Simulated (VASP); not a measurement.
# AlN (F-43m) in VASP: density of states with LDA

Aim: the density of states of AlN with LDA.

Program: VASP 6.6.1. These are calculated values, not measurements. Logs are shortened: lines on timing, memory, paths and dates and some standing lists are left out, and cuts for length are marked.

## 1. The cell of the first run

It takes space group F-43m (No. 216, cubic). The conventional cell has a = 4.368 Å, b = 4.368 Å, c = 4.368 Å, α = 90.00°, β = 90.00°, γ = 90.00°. Within 2.5 Å of Al (site symmetry -43m) lie 4 N at 1.89 Å. Within 2.5 Å of N (site symmetry -43m) lie 4 Al at 1.89 Å.

## 2. Density of states, LDA

POSCAR

```
AlN
1.0
    0.0000000000      2.1839900000      2.1839900000
    2.1839900000      0.0000000000      2.1839900000
    2.1839900000      2.1839900000      0.0000000000
Al N
1 1
Direct
    0.0000000000      0.0000000000      0.0000000000
    0.7500000000      0.7500000000      0.7500000000
```

INCAR.step1

```
SYSTEM = AlN
PREC     = Accurate       ! precision mode
ENCUT    = 520            ! plane-wave cutoff, eV
EDIFF    = 1E-6           ! SCF threshold, eV
ISMEAR   = 0              ! smearing method
SIGMA    = 0.01           ! smearing width, eV
LREAL    = .False.        ! projectors in reciprocal space
LASPH    = .True.         ! aspherical terms in the spheres
NELM     = 60             ! most SCF steps
ALGO     = Normal         ! electronic algorithm
ISIF     = 2              ! what is computed and relaxed
LWAVE    = .False.        ! write WAVECAR
LCHARG   = .True.         ! write CHGCAR
NBANDS   = 11             ! bands
```

KPOINTS.step1

```
Automatic mesh
0
Gamma
  8 8 8
  0 0 0
```

INCAR.step2

```
SYSTEM = AlN
PREC     = Accurate       ! precision mode
ENCUT    = 520            ! plane-wave cutoff, eV
EDIFF    = 1E-6           ! SCF threshold, eV
ISMEAR   = -5             ! smearing method
SIGMA    = 0.01           ! smearing width, eV
LREAL    = .False.        ! projectors in reciprocal space
LASPH    = .True.         ! aspherical terms in the spheres
NELM     = 60             ! most SCF steps
ALGO     = Normal         ! electronic algorithm
ISIF     = 2              ! what is computed and relaxed
LWAVE    = .False.        ! write WAVECAR
LCHARG   = .False.        ! write CHGCAR
LORBIT   = 11             ! projections on sites
NEDOS    = 2001           ! points of the DOS
ICHARG   = 11             ! starting density
```

KPOINTS.step2

```
Automatic mesh
0
Gamma
  12 12 12
  0 0 0
```

Potentials or basis: VASP PAW LDA potentials, release 64 (Al, N).

Command:

```console
$ cat potpaw_LDA.64/Al/POTCAR potpaw_LDA.64/N/POTCAR > POTCAR
$ cp INCAR.step1 INCAR
$ cp KPOINTS.step1 KPOINTS
$ mpirun -np 1 vasp_std > vasp.out
$ cp INCAR.step2 INCAR
$ cp KPOINTS.step2 KPOINTS
$ mpirun -np 1 vasp_std > vasp.out
```

OUTCAR:

```text
SYSTEM = AlN
   PREC = Accurate
   ENCUT = 520
   EDIFF = 1E-6
   ISMEAR = -5
   LREAL = .False.
   LASPH = .True.
   NELM = 60
   ISIF = 2
   LORBIT = 11
   ICHARG = 11

 ion  position               nearest neighbor table
   1  0.000  0.000  0.000-   2 1.89   2 1.89   2 1.89   2 1.89
   2  0.750  0.750  0.750-   1 1.89   1 1.89   1 1.89   1 1.89

  LATTYP: Found a face centered cubic cell.
 ALAT       =     4.3679800000

  Lattice vectors:

 A1 = (   0.0000000000,   2.1839900000,   2.1839900000)
 A2 = (   2.1839900000,   0.0000000000,   2.1839900000)
 A3 = (   2.1839900000,   2.1839900000,   0.0000000000)

Analysis of symmetry for initial positions (statically):
=====================================================================
 Subroutine PRICEL returns:
 Original cell was already a primitive cell.

 Routine SETGRP: Setting up the symmetry group for a
 face centered cubic supercell.

 Subroutine GETGRP returns: Found 24 space group operations
 (whereof 24 operations were pure point group operations)
 out of a pool of 48 trial point group operations.

The static configuration has the point symmetry T_d .

Analysis of symmetry for dynamics (positions and initial velocities):
=====================================================================
 Subroutine PRICEL returns:
 Original cell was already a primitive cell.

 Routine SETGRP: Setting up the symmetry group for a
 face centered cubic supercell.

 Subroutine GETGRP returns: Found 24 space group operations
 (whereof 24 operations were pure point group operations)
 out of a pool of 48 trial point group operations.

The dynamic configuration has the point symmetry T_d .

 Subroutine INISYM returns: Found 24 space group operations
 (whereof 24 operations are pure point group operations),
 and found     1 'primitive' translations

----------------------------------------------------------------------------------------

                                     Primitive cell

  volume of cell :      20.8344

  direct lattice vectors                    reciprocal lattice vectors
     0.000000000  2.183990000  2.183990000    -0.228938777  0.228938777  0.228938777
     2.183990000  0.000000000  2.183990000     0.228938777 -0.228938777  0.228938777
     2.183990000  2.183990000  0.000000000     0.228938777  0.228938777 -0.228938777

  length of vectors
     3.088628278  3.088628278  3.088628278     0.396533594  0.396533594  0.396533594

  position of ions in fractional coordinates (direct lattice)
     0.000000000  0.000000000  0.000000000
     0.750000000  0.750000000  0.750000000

  ion indices of the primitive-cell ions
   primitive index   ion index
                 1           1
                 2           2

----------------------------------------------------------------------------------------

 KPOINTS: Automatic mesh

Automatic generation of k-mesh.
 Grid dimensions read from file:
 generate k-points for:   12   12   12

 Generating k-lattice:

  Cartesian coordinates                     Fractional coordinates (reciprocal lattice)
    -0.019078231  0.019078231  0.019078231     0.083333333  0.000000000  0.000000000
     0.019078231 -0.019078231  0.019078231     0.000000000  0.083333333  0.000000000
     0.019078231  0.019078231 -0.019078231     0.000000000  0.000000000  0.083333333

  Length of vectors
     0.033044466  0.033044466  0.033044466

  Shift w.r.t. Gamma in fractional coordinates (k-lattice)
     0.000000000  0.000000000  0.000000000

 TETIRR: Found    247 inequivalent tetrahedra from    10368

 Subroutine IBZKPT returns following result:
 ===========================================

 Found     72 irreducible k-points:

 Following reciprocal coordinates:
            Coordinates               Weight
  0.000000  0.000000  0.000000      1.000000
  0.083333  0.000000  0.000000      8.000000
  0.166667  0.000000  0.000000      8.000000
  0.250000  0.000000  0.000000      8.000000
  0.333333  0.000000  0.000000      8.000000
  0.416667  0.000000  0.000000      8.000000
[... 16 lines left out ...]
  0.500000  0.166667  0.000000     24.000000
 -0.416667  0.166667  0.000000     24.000000
 [... further k-points ...]
   k-points           NKPTS =     72   k-points in BZ     NKDIM =     72   number of bands    NBANDS=      8
   number of dos      NEDOS =   2001   number of ions     NIONS =      2
   total plane-waves  NPLWV =  13824
   dimension x,y,z NGX =    24 NGY =   24 NGZ =   24
   dimension x,y,z NGXF=    48 NGYF=   48 NGZF=   48
   ions per type =               1   1
   NGX,Y,Z   is equivalent  to a cutoff of  12.92, 12.92, 12.92 a.u.
   NGXF,Y,Z  is equivalent  to a cutoff of  25.84, 25.84, 25.84 a.u.
 SYSTEM =  AlN
   PREC   = accura    normal or accurate (medium, high low for compatibility)
   ISTART =      0    job   : 0-new  1-cont  2-samecut
   ICHARG =     11    charge: 1-file 2-atom 10-const
   ISPIN  =      1    spin polarized calculation?
   LNONCOLLINEAR =      F non collinear calculations
   LSORBIT =      F    spin-orbit coupling
   LASPH  =      T    aspherical Exc in radial PAW
   ENCUT  =  520.0 eV  38.22 Ry    6.18 a.u.   5.74  5.74  5.74*2*pi/ulx,y,z
   NELM   =     60;   NELMIN=  2; NELMDL=  0     # of ELM steps
   EDIFF  = 0.1E-05   stopping-criterion for ELM
   LREAL  =      F    real-space projection
   EDIFFG = 0.1E-04   stopping-criterion for IOM
   NSW    =      0    number of steps for IOM
   IBRION =     -1    ionic relax: 0-MD 1-quasi-New 2-CG
   NFREE  =      0    steps in history (QN), initial steepest desc. (CG)
   ISIF   =      2    stress and relaxation
   ISYM   =      2    0-nonsym 1-usesym 2-fastsym
   POTIM  = 0.5000    time-step for ionic-motion
   TEBEG  =    0.0;   TEEND  =   0.0 temperature during run
   PSTRESS=    0.0 pullay stress
   NELECT =       8.0000    total number of electrons
   NUPDOWN=      -1.0000    fix difference up-down
   EMIN   =  10.00;   EMAX   =-10.00  energy-range for DOS
   EFERMI =   0.00;   METHOD = LEGACY
   ISMEAR =    -5;   SIGMA  =   0.01  broadening in eV -4-tet -1-fermi 0-gaus
   EFERMI_NEDOS =   21; number of points for ismear=-14 and -15
   IALGO  =     38    algorithm
   IMIX   =      4    mixing-type and parameters
     AMIX     =   0.40;   BMIX     =  1.00
     AMIX_MAG =   1.60;   BMIX_MAG =  1.00
  volume/ion in A,a.u.               =      10.42        70.30
  Fermi-wavevector in a.u.,A,eV,Ry     =   1.189901  2.248587 19.264006  1.415865
  Thomas-Fermi vector in A             =   2.325998
   LORBIT       =     11    0 simple, 1 ext, 2 COOP (PROOUT), +10 PAW based schemes
   GGA     = CA    functional components
   LHFCALC =     F    Hartree Fock is set to
   AEXX    =    0.0000 exact exchange contribution
   IVDW    =     0    specifies the selected vdW correction
   LEPSILON=     F    determine dielectric tensor
   LRPA    =     F    only Hartree local field effects (RPA)
 non-spin polarized calculation
 Fermi weights with tetrahedron method with Bloechl corrections
  energy-cutoff  :      520.00
  volume of cell :       20.83
 maximum number of plane-waves:       569

 number of electron       8.0000001 magnetization

 Free energy of the ion-electron system (eV)
  ---------------------------------------------------
  ext. energy  EPLUGINS =         0.00000000
  ---------------------------------------------------
  free energy    TOTEN  =       -16.37288458 eV

  energy without entropy =      -16.37288458  energy(sigma->0) =      -16.37288458

 E-fermi :   5.7085     XC(G=0): -11.2662

 val. band max:        5.7084331595   @ k =   0.0000   0.0000   0.0000
 cond. band min:       8.9313175817   @ k =   0.5000   0.5000   0.0000
 fundamental gap:      3.2228844223
 Fermi energy:         5.7085304133

 k-point     1 :       0.0000    0.0000    0.0000
  band No.  band energies     occupation
      1      -9.1146      2.00000
      2       5.7084      2.00000
      3       5.7084      2.00000
      4       5.7084      2.00000
      5       9.9431      0.00000
      6      18.0424      0.00000
      7      18.0424      0.00000
      8      18.0424      0.00000

 k-point     2 :       0.0833    0.0000    0.0000
  band No.  band energies     occupation
      1      -9.0104      2.00000
      2       5.1236      2.00000
      3       5.6715      2.00000
      4       5.6715      2.00000
      5      10.4159      0.00000
      6      17.7685      0.00000
      7      18.1430      0.00000
      8      18.1430      0.00000

 k-point     3 :       0.1667    0.0000    0.0000
  band No.  band energies     occupation
      1      -8.7081      2.00000
      2       3.8610      2.00000
      3       5.5744      2.00000
      4       5.5744      2.00000
      5      11.3266      0.00000
      6      17.1518      0.00000
      7      18.2131      0.00000
      8      18.2131      0.00000

 k-point     4 :       0.2500    0.0000    0.0000
  band No.  band energies     occupation
      1      -8.2429      2.00000
      2       2.4443      2.00000
      3       5.4495      2.00000
      4       5.4495      2.00000
      5      12.1333      0.00000
      6      16.5017      0.00000
      7      17.8318      0.00000
      8      17.8318      0.00000

 k-point     5 :       0.3333    0.0000    0.0000
  band No.  band energies     occupation
      1      -7.6912      2.00000
      2       1.1376      2.00000
      3       5.3327      2.00000
      4       5.3327      2.00000
      5      12.6500      0.00000
      6      15.9674      0.00000
      7      17.2499      0.00000
      8      17.2499      0.00000
[... 177 lines left out ...]
 k-point    22 :       0.4167    0.1667    0.0000
  band No.  band energies     occupation
      1      -7.2456      2.00000
      2       1.0250      2.00000
      3       4.4278      2.00000
      4       4.7870      2.00000
      5      12.4858      0.00000
      6      15.2381      0.00000
      7      17.1903      0.00000
      8      18.2275      0.00000

 k-point    23 :       0.5000    0.1667    0.0000
  band No.  band energies     occupation
      1      -6.8676      2.00000
      2       0.3632      2.00000
      3       4.1185      2.00000
      4       4.8407      2.00000
      5      12.7755      0.00000
      6      14.7498      0.00000
      7      17.6361      0.00000
      8      17.7984      0.00000

 k-point    24 :      -0.4167    0.1667    0.0000
  band No.  band energies     occupation
      1      -6.8088      2.00000
      2       0.2689      2.00000
      3       3.9100      2.00000
      4       4.9851      2.00000
      5      13.2233      0.00000
      6      14.4078      0.00000
      7      17.5578      0.00000
      8      17.7222      0.00000

 [... further k-points ...]
[... 5 lines left out ...]
  --------------------------------------------------------------------------------------
  -------------------------------------------------------------------------------------
  Total       -0.3938966     -0.3938966     -0.3938966      0.0000000      0.0000000      0.0000000
  in kB      -30.2908070    -30.2908070    -30.2908070      0.0000000      0.0000000      0.0000000
  external PRESSURE =     -30.2908070 kB  Pullay stress =       0.0000000 kB

 VOLUME and BASIS-vectors are now :
 -----------------------------------------------------------------------------
  energy-cutoff  :      520.00
  volume of cell :       20.83
      direct lattice vectors                 reciprocal lattice vectors
     0.000000000  2.183990000  2.183990000    -0.228938777  0.228938777  0.228938777
     2.183990000  0.000000000  2.183990000     0.228938777 -0.228938777  0.228938777
     2.183990000  2.183990000  0.000000000     0.228938777  0.228938777 -0.228938777

 POSITION                                       TOTAL-FORCE (eV/Angst)
 -----------------------------------------------------------------------------------
      0.00000      0.00000      0.00000        -0.000000      0.000000     -0.000000
      3.27599      3.27599      3.27599         0.000000     -0.000000      0.000000
 -----------------------------------------------------------------------------------
    total drift:                                0.000000      0.000000      0.000000

  FREE ENERGIE OF THE ION-ELECTRON SYSTEM (eV)
  ---------------------------------------------------
  free  energy   TOTEN  =       -16.3728845830 eV

  energy  without entropy=      -16.3728845830  energy(sigma->0) =      -16.37288458

 total charge

# of ion       s       p       d       tot
------------------------------------------
    1        0.377   0.457   0.000   0.834
    2        1.210   2.608   0.000   3.818
--------------------------------------------------
tot          1.587   3.065   0.000   4.652
```

Run time: 15 s. Hardware: 1 thread of Intel Xeon 8259CL, shared host; peak memory 0.12 GiB.

Results:

* Valence electrons inside the program's atomic spheres: Al 0.83; N 3.82
